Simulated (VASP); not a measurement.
Write the native input for VASP 6.6.1 that does the following.

```
Task                   : single point
Functional             : PBE
Potentials or basis    : VASP PAW PBE potentials, release 64 (Li_sv, H)
Cutoff                 : 520 eV
k mesh                 : 10 × 10 × 10
Occupations            : gaussian, width 0.01 eV
Spin                   : no spin polarisation
Dipole correction      : no
Further INCAR settings : ALGO = Normal; EDIFF = 1e-06; NBANDS = 9
```

The structure of LiH lies in POSCAR:

```
LiH
1.0
    0.0000000000      1.9827612118      1.9827612118
    1.9827612118      0.0000000000      1.9827612118
    1.9827612118      1.9827612118      0.0000000000
Li H
1 1
Direct
    0.0000000000      0.0000000000      0.0000000000
    0.5000000000      0.5000000000      0.5000000000
```

This cell differs from its parent crystal: volume changed by -3%.

One way to write it, as run:

INCAR

```
SYSTEM = LiH
ALGO = Normal
EDIFF = 1E-6
ENCUT = 520
GGA = PE
ISIF = 2
ISMEAR = 0
LASPH = .True.
LCHARG = .True.
LELF = .True.
LREAL = .False.
LVHAR = .True.
LWAVE = .False.
NBANDS = 9
NELM = 100
PREC = Accurate
SIGMA = 0.01
```

KPOINTS

```
k-points
0
Gamma
  10 10 10
  0 0 0
```

Potentials or basis: VASP PAW PBE potentials, release 64 (Li_sv, H).

Command:

```console
$ cat potpaw_PBE.64/Li_sv/POTCAR potpaw_PBE.64/H/POTCAR > POTCAR
$ mpirun -np 1 vasp_std > vasp.out
```

Results of the run:

The band gap on the k mesh is 2.95 eV, direct.

Run time: 17 s on 1 thread of AMD EPYC 7R13, with other jobs on the host, peak memory 0.1 GiB.
